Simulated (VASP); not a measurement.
# V (Im-3m) in VASP: further runs

The runs below take V through single point, with PBE, PBEsol.

Everything below comes from runs of VASP 6.6.1. Logs are shortened: lines on timing, memory, paths and dates and some standing lists are left out, and cuts for length are marked.

### 1 The cell of the first run

Symmetry: Im-3m, No. 229, cubic system. The conventional cell has a = 3.029 Å, b = 3.029 Å, c = 3.029 Å, α = 90.00°, β = 90.00°, γ = 90.00°. Within 3.5 Å of V (site symmetry m-3m) lie 14 V at 2.62 to 3.03 Å.

### 2 Single point, PBE

Input file INCAR:

```
SYSTEM = V
PREC     = Accurate       ! precision mode
ENCUT    = 520            ! plane-wave cutoff, eV
EDIFF    = 1E-6           ! SCF threshold, eV
ISMEAR   = -1             ! smearing method
SIGMA    = 0.05           ! smearing width, eV
LREAL    = .FALSE.        ! projectors in reciprocal space
LASPH    = .TRUE.         ! aspherical terms in the spheres
NELM     = 100            ! most SCF steps
ALGO     = Fast           ! electronic algorithm
ISIF     = 2              ! what is computed and relaxed
LWAVE    = .FALSE.        ! write WAVECAR
LCHARG   = .FALSE.        ! write CHGCAR
GGA      = PE             ! functional
NBANDS   = 12             ! bands
```

Input file KPOINTS:

```
regular mesh
0
G
  12 12 12
  0 0 0
```

Input file POSCAR:

```
V
1.0
   -1.5143500000      1.5143500000      1.5143500000
    1.5143500000     -1.5143500000      1.5143500000
    1.5143500000      1.5143500000     -1.5143500000
V
1
Direct
    0.0000000000      0.0000000000      0.0000000000
```

Potentials or basis: VASP PAW PBE potentials, release 64 (V_sv).

Run with:

```bash
> cat potpaw_PBE.64/V_sv/POTCAR > POTCAR
> mpirun -np 1 vasp_std > vasp.out
```

OUTCAR:

```text
SYSTEM = V
   PREC = Accurate
   ENCUT = 520
   EDIFF = 1E-6
   ISMEAR = -1
   LREAL = .FALSE.
   LASPH = .TRUE.
   NELM = 100
   ISIF = 2
   GGA = PE

 ion  position               nearest neighbor table
   1  0.000  0.000  0.000-

  LATTYP: Found a body centered cubic cell.
 ALAT       =     3.0287000000

  Lattice vectors:

 A1 = (  -1.5143500000,   1.5143500000,   1.5143500000)
 A2 = (   1.5143500000,  -1.5143500000,   1.5143500000)
 A3 = (   1.5143500000,   1.5143500000,  -1.5143500000)

Analysis of symmetry for initial positions (statically):
=====================================================================
 Subroutine PRICEL returns:
 Original cell was already a primitive cell.

 Routine SETGRP: Setting up the symmetry group for a
 body centered cubic supercell.

 Subroutine GETGRP returns: Found 48 space group operations
 (whereof 48 operations were pure point group operations)
 out of a pool of 48 trial point group operations.

The static configuration has the point symmetry O_h .

Analysis of symmetry for dynamics (positions and initial velocities):
=====================================================================
 Subroutine PRICEL returns:
 Original cell was already a primitive cell.

 Routine SETGRP: Setting up the symmetry group for a
 body centered cubic supercell.

 Subroutine GETGRP returns: Found 48 space group operations
 (whereof 48 operations were pure point group operations)
 out of a pool of 48 trial point group operations.

The dynamic configuration has the point symmetry O_h .

 Subroutine INISYM returns: Found 48 space group operations
 (whereof 48 operations are pure point group operations),
 and found     1 'primitive' translations

----------------------------------------------------------------------------------------

                                     Primitive cell

  volume of cell :      13.8912

  direct lattice vectors                    reciprocal lattice vectors
    -1.514350000  1.514350000  1.514350000     0.000000000  0.330174662  0.330174662
     1.514350000 -1.514350000  1.514350000     0.330174662  0.000000000  0.330174662
     1.514350000  1.514350000 -1.514350000     0.330174662  0.330174662  0.000000000

  length of vectors
     2.622931140  2.622931140  2.622931140     0.466937486  0.466937486  0.466937486

  position of ions in fractional coordinates (direct lattice)
     0.000000000  0.000000000  0.000000000

  ion indices of the primitive-cell ions
   primitive index   ion index
                 1           1

----------------------------------------------------------------------------------------

 KPOINTS: regular mesh

Automatic generation of k-mesh.
 Grid dimensions read from file:
 generate k-points for:   12   12   12

 Generating k-lattice:

  Cartesian coordinates                     Fractional coordinates (reciprocal lattice)
     0.000000000  0.027514555  0.027514555     0.083333333  0.000000000  0.000000000
     0.027514555  0.000000000  0.027514555     0.000000000  0.083333333  0.000000000
     0.027514555  0.027514555  0.000000000     0.000000000  0.000000000  0.083333333

  Length of vectors
     0.038911457  0.038911457  0.038911457

  Shift w.r.t. Gamma in fractional coordinates (k-lattice)
     0.000000000  0.000000000  0.000000000

 Subroutine IBZKPT returns following result:
 ===========================================

 Found     72 irreducible k-points:

 Following reciprocal coordinates:
            Coordinates               Weight
  0.000000  0.000000  0.000000      1.000000
  0.083333  0.000000  0.000000     12.000000
  0.166667  0.000000  0.000000     12.000000
  0.250000  0.000000  0.000000     12.000000
  0.333333  0.000000  0.000000     12.000000
  0.416667  0.000000  0.000000     12.000000
[... 16 lines left out ...]
  0.333333  0.083333  0.083333     24.000000
  0.416667  0.083333  0.083333     12.000000
 [... further k-points ...]
   k-points           NKPTS =     72   k-points in BZ     NKDIM =     72   number of bands    NBANDS=     12
   number of dos      NEDOS =    301   number of ions     NIONS =      1
   total plane-waves  NPLWV =   8000
   dimension x,y,z NGX =    20 NGY =   20 NGZ =   20
   dimension x,y,z NGXF=    40 NGYF=   40 NGZF=   40
   ions per type =               1
   NGX,Y,Z   is equivalent  to a cutoff of  12.68, 12.68, 12.68 a.u.
   NGXF,Y,Z  is equivalent  to a cutoff of  25.35, 25.35, 25.35 a.u.
 SYSTEM =  V
   PREC   = accura    normal or accurate (medium, high low for compatibility)
   ISTART =      0    job   : 0-new  1-cont  2-samecut
   ICHARG =      2    charge: 1-file 2-atom 10-const
   ISPIN  =      1    spin polarized calculation?
   LNONCOLLINEAR =      F non collinear calculations
   LSORBIT =      F    spin-orbit coupling
   LASPH  =      T    aspherical Exc in radial PAW
   ENCUT  =  520.0 eV  38.22 Ry    6.18 a.u.   4.88  4.88  4.88*2*pi/ulx,y,z
   NELM   =    100;   NELMIN=  2; NELMDL= -5     # of ELM steps
   EDIFF  = 0.1E-05   stopping-criterion for ELM
   LREAL  =      F    real-space projection
[... 7 lines left out ...]
   TEBEG  =    0.0;   TEEND  =   0.0 temperature during run
   PSTRESS=    0.0 pullay stress
   NELECT =      13.0000    total number of electrons
   NUPDOWN=      -1.0000    fix difference up-down
   EMIN   =  10.00;   EMAX   =-10.00  energy-range for DOS
   EFERMI =   0.00;   METHOD = LEGACY
   ISMEAR =    -1;   SIGMA  =   0.05  broadening in eV -4-tet -1-fermi 0-gaus
   EFERMI_NEDOS =   21; number of points for ismear=-14 and -15
   IALGO  =     68    algorithm
   IMIX   =      4    mixing-type and parameters
     AMIX     =   0.40;   BMIX     =  1.00
     AMIX_MAG =   1.60;   BMIX_MAG =  1.00
  volume/ion in A,a.u.               =      13.89        93.74
  Fermi-wavevector in a.u.,A,eV,Ry     =   1.601313  3.026044 34.888125  2.564205
  Thomas-Fermi vector in A             =   2.698311
   LORBIT       =      0    0 simple, 1 ext, 2 COOP (PROOUT), +10 PAW based schemes
   GGA     = PE    functional components
   LHFCALC =     F    Hartree Fock is set to
   AEXX    =    0.0000 exact exchange contribution
   IVDW    =     0    specifies the selected vdW correction
   LEPSILON=     F    determine dielectric tensor
   LRPA    =     F    only Hartree local field effects (RPA)
 non-spin polarized calculation
 RMM-DIIS sequential band-by-band and
  energy-cutoff  :      520.00
  volume of cell :       13.89
 maximum number of plane-waves:       384
   NGX =  9   NGY =  9   NGZ =  9

 number of electron      12.9999997 magnetization

 Free energy of the ion-electron system (eV)
  ---------------------------------------------------
  ext. energy  EPLUGINS =         0.00000000
  ---------------------------------------------------
  free energy    TOTEN  =        -8.98731827 eV

  energy without entropy =       -8.96933510  energy(sigma->0) =       -8.97832668

 E-fermi :   9.3228     XC(G=0): -12.7382

 val. band max:        9.3149190147   @ k =   0.2500   0.0000   0.0000
 cond. band min:       9.3248112240   @ k =  -0.4167   0.5000   0.1667
 fundamental gap:      0.0098922093
 Fermi energy:         9.3228447078

 k-point     1 :       0.0000    0.0000    0.0000
  band No.  band energies     occupation
      1     -54.4256      2.00000
      2     -27.7738      2.00000
      3     -27.7738      2.00000
      4     -27.7738      2.00000
      5       2.8110      2.00000
      6       9.7352      0.00052
      7       9.7352      0.00052
      8       9.7352      0.00052
      9      11.6686      0.00000
     10      11.6686      0.00000
     11      29.5724      0.00000
     12      29.5724      0.00000

 k-point     2 :       0.0833    0.0000    0.0000
  band No.  band energies     occupation
      1     -54.4141      2.00000
      2     -27.8306      2.00000
      3     -27.7913      2.00000
      4     -27.7742      2.00000
      5       3.0823      2.00000
      6       9.6227      0.00496
      7       9.7078      0.00091
      8       9.9259      0.00001
      9      11.5454      0.00000
     10      11.6764      0.00000
     11      29.0363      0.00000
     12      29.4999      0.00000

 k-point     3 :       0.1667    0.0000    0.0000
  band No.  band energies     occupation
      1     -54.3824      2.00000
      2     -27.9841      2.00000
      3     -27.8388      2.00000
      4     -27.7751      2.00000
      5       3.8458      2.00000
      6       9.3270      0.95798
      7       9.5602      0.01721
      8      10.4709      0.00000
      9      11.3534      0.00000
     10      11.7077      0.00000
     11      27.4577      0.00000
     12      28.9013      0.00000

 k-point     4 :       0.2500    0.0000    0.0000
  band No.  band energies     occupation
      1     -54.3388      2.00000
      2     -28.1899      2.00000
      3     -27.9032      2.00000
      4     -27.7765      2.00000
      5       4.9162      2.00000
      6       8.9480      1.99889
      7       9.3149      1.07909
      8      11.2840      0.00000
      9      11.3548      0.00000
     10      11.7753      0.00000
     11      25.0602      0.00000
     12      27.6193      0.00000

 k-point     5 :       0.3333    0.0000    0.0000
  band No.  band energies     occupation
      1     -54.2950      2.00000
      2     -28.3914      2.00000
      3     -27.9670      2.00000
      4     -27.7779      2.00000
      5       5.8561      2.00000
      6       8.5934      2.00000
      7       9.4338      0.19600
      8      11.5114      0.00000
      9      11.8740      0.00000
     10      12.2033      0.00000
     11      22.3946      0.00000
     12      26.2751      0.00000
[... 228 lines left out ...]
      1     -54.3255      2.00000
      2     -28.2493      2.00000
      3     -27.8862      2.00000
      4     -27.8203      2.00000
      5       5.3720      2.00000
      6       8.7830      1.99996
      7       8.8701      1.99977
      8      11.5037      0.00000
      9      11.7385      0.00000
     10      11.9768      0.00000
     11      25.1130      0.00000
     12      26.1955      0.00000

 k-point    22 :       0.2500    0.0833    0.0833
  band No.  band energies     occupation
      1     -54.2866      2.00000
      2     -28.3966      2.00000
      3     -27.9727      2.00000
      4     -27.8260      2.00000
      5       6.3334      2.00000
      6       8.4563      2.00000
      7       8.8710      1.99976
      8      11.5957      0.00000
      9      11.8853      0.00000
     10      13.0375      0.00000
     11      22.5090      0.00000
     12      25.1266      0.00000

 k-point    23 :       0.3333    0.0833    0.0833
  band No.  band energies     occupation
      1     -54.2579      2.00000
      2     -28.4973      2.00000
      3     -28.0413      2.00000
      4     -27.8302      2.00000
      5       6.6762      2.00000
      6       8.2444      2.00000
      7       9.5214      0.03703
      8      11.7117      0.00000
      9      11.9860      0.00000
     10      14.0455      0.00000
     11      20.1477      0.00000
     12      24.3658      0.00000

 k-point    24 :       0.4167    0.0833    0.0833
  band No.  band energies     occupation
      1     -54.2474      2.00000
      2     -28.5330      2.00000
      3     -28.0672      2.00000
      4     -27.8317      2.00000
      5       6.6952      2.00000
      6       8.1712      2.00000
      7       9.9792      0.00000
      8      11.7547      0.00000
      9      12.0231      0.00000
     10      14.5674      0.00000
     11      19.0556      0.00000
     12      24.0913      0.00000

 [... further k-points ...]
[... 5 lines left out ...]
  --------------------------------------------------------------------------------------
  -------------------------------------------------------------------------------------
  Total       -0.4491230     -0.4491230     -0.4491230     -0.0000000     -0.0000000     -0.0000000
  in kB      -51.8008775    -51.8008775    -51.8008775     -0.0000000     -0.0000000     -0.0000000
  external PRESSURE =     -51.8008775 kB  Pullay stress =       0.0000000 kB

 VOLUME and BASIS-vectors are now :
 -----------------------------------------------------------------------------
  energy-cutoff  :      520.00
  volume of cell :       13.89
      direct lattice vectors                 reciprocal lattice vectors
    -1.514350000  1.514350000  1.514350000     0.000000000  0.330174662  0.330174662
     1.514350000 -1.514350000  1.514350000     0.330174662  0.000000000  0.330174662
     1.514350000  1.514350000 -1.514350000     0.330174662  0.330174662  0.000000000

 POSITION                                       TOTAL-FORCE (eV/Angst)
 -----------------------------------------------------------------------------------
      0.00000      0.00000      0.00000         0.000000      0.000000     -0.000000
 -----------------------------------------------------------------------------------
    total drift:                                0.000000     -0.000000      0.000000

  FREE ENERGIE OF THE ION-ELECTRON SYSTEM (eV)
  ---------------------------------------------------
  free  energy   TOTEN  =        -8.9873182728 eV

  energy  without entropy=       -8.9693350952  energy(sigma->0) =       -8.97832668
```

It took 25 s on 1 thread of AMD EPYC 7R13, shared host; peak memory 0.1 GiB.

Results:

```yaml
Free_energy: -8.9873 eV
Pressure: -5.2 GPa
```

Levels at points of the mesh, in eV from the Fermi level:
```tsv
k point	band 3	band 4	band 5	band 6	band 7	band 8	band 9	band 10
(0.00, 0.00, 0.00)	-37.10	-37.10	-6.51	0.41	0.41	0.41	2.35	2.35
(0.50, 0.00, 0.00)	-37.35	-37.10	-3.06	-1.06	1.54	2.34	2.69	3.96
(0.50, 0.50, 0.50)	-37.66	-37.66	-2.85	-2.85	3.58	3.58	3.58	9.92
```

### 3 Single point, PBE, collinear spin, ferromagnetic start

Input file INCAR:

```
SYSTEM = V
ALGO = Normal
EDIFF = 1E-6
ENCUT = 520
GGA = PE
ISIF = 2
ISMEAR = -1
ISPIN = 2
LASPH = .TRUE.
LCHARG = .FALSE.
LMAXMIX = 4
LORBIT = 11
LREAL = .FALSE.
LWAVE = .FALSE.
MAGMOM = -2.03
NBANDS = 16
NELM = 150
PREC = Accurate
SIGMA = 0.05
```

Input file KPOINTS:

```
k-points
0
G
  12 12 12
  0 0 0
```

POSCAR is that of step 2.

Potentials or basis: VASP PAW PBE potentials, release 64 (V_sv).

Run with:

```bash
> cat potpaw_PBE.64/V_sv/POTCAR > POTCAR
> mpirun -np 1 vasp_std > vasp.out
```

Wall time 83 s (1 thread of AMD EPYC 7R13, shared host); peak memory 0.11 GiB.

It converged, with:

```yaml
Free_energy: -8.9873 eV
Pressure: -5.2 GPa
Net_moment: 0.00 μB per cell
Valence_electrons_inside_the_program's_atomic_spheres: V 11.60
```

Levels at points of the mesh, in eV from the Fermi level:
Spin up:
```csv
k point,band 2,band 3,band 4,band 5,band 6,band 7,band 8,band 9,band 10,band 11
"(0.00, 0.00, 0.00)",-37.10,-37.10,-37.10,-6.51,0.41,0.41,0.41,2.35,2.35,20.25
"(0.50, 0.00, 0.00)",-37.91,-37.35,-37.10,-3.06,-1.06,1.54,2.34,2.69,3.96,9.80
"(0.50, 0.50, 0.50)",-37.66,-37.66,-37.66,-2.85,-2.85,3.58,3.58,3.58,9.92,9.92
```
Spin down:
```csv
k point,band 2,band 3,band 4,band 5,band 6,band 7,band 8,band 9,band 10,band 11
"(0.00, 0.00, 0.00)",-37.10,-37.10,-37.10,-6.51,0.41,0.41,0.41,2.35,2.35,20.25
"(0.50, 0.00, 0.00)",-37.91,-37.35,-37.10,-3.06,-1.06,1.54,2.34,2.69,3.96,9.80
"(0.50, 0.50, 0.50)",-37.66,-37.66,-37.66,-2.85,-2.85,3.58,3.58,3.58,9.92,9.92
```

[end of part 1 of 2]
